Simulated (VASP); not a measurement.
Set up this calculation in VASP 6.6.1, as the native input.

| Quantity | Value |
| --- | --- |
| Task | relaxation of the atoms |
| Functional | PBEsol |
| Potentials or basis | VASP PAW PBE potentials, release 64 (Mg, S) |
| Cutoff | 520 eV |
| k mesh | 6 × 6 × 6 |
| Occupations | gaussian, width 0.02 eV |
| Spin | no spin polarisation |
| Dipole correction | no |
| Further INCAR settings | ALGO = Normal; EDIFF = 1e-07; IBRION = 2; EDIFFG = -0.002; NSW = 60 |

The structure of MgS (sol) lies in POSCAR:

```
MgS
1.0
    0.0000000000      2.8539585520      2.8087473274
    2.8539585520      0.0000000000      2.8087473274
    2.8539585520      2.8539585520      0.0000000000
Mg S
1 1
Direct
    0.0000000000      0.0000000000      0.0000000000
    0.2500000000      0.2500000000      0.2500000000
```

This cell differs from its parent crystal: strained cell.

These files were run (other wordings do the same):

INCAR

```
SYSTEM = MgS
PREC = Accurate
ENCUT = 520
EDIFF = 1E-7
ISMEAR = 0
SIGMA = 0.02
LREAL = .FALSE.
LASPH = .TRUE.
NELM = 120
ALGO = Normal
ISIF = 2
LWAVE = .FALSE.
LCHARG = .FALSE.
GGA = PS
IBRION = 2
NSW = 60
EDIFFG = -0.002
GGA_COMPAT = .FALSE.
NELMIN = 4
```

KPOINTS

```
Automatic mesh
0
G
  6 6 6
  0 0 0
```

Potentials or basis: VASP PAW PBE potentials, release 64 (Mg, S).

The run is started by

```console
$ cat potpaw_PBE.64/Mg/POTCAR potpaw_PBE.64/S/POTCAR > POTCAR
$ mpirun -np 1 vasp_std > vasp.out
```

Results of the run:

The pressure after relaxing is -0.9 GPa. The band gap on the k mesh is 3.23 eV, direct.

Caveat: the cell differs from its parent crystal (strained cell); the relaxation stopped at its first step, so nothing moved; the PAW data sets were made with another functional, which shifts forces and pressure a little.

Wall time 12 s on 1 thread of Intel(R) Xeon(R) Platinum 8259CL CPU @ 2.50GHz (Skylake/Cascade Lake), with other jobs on the host, peak memory 0.16 GiB.
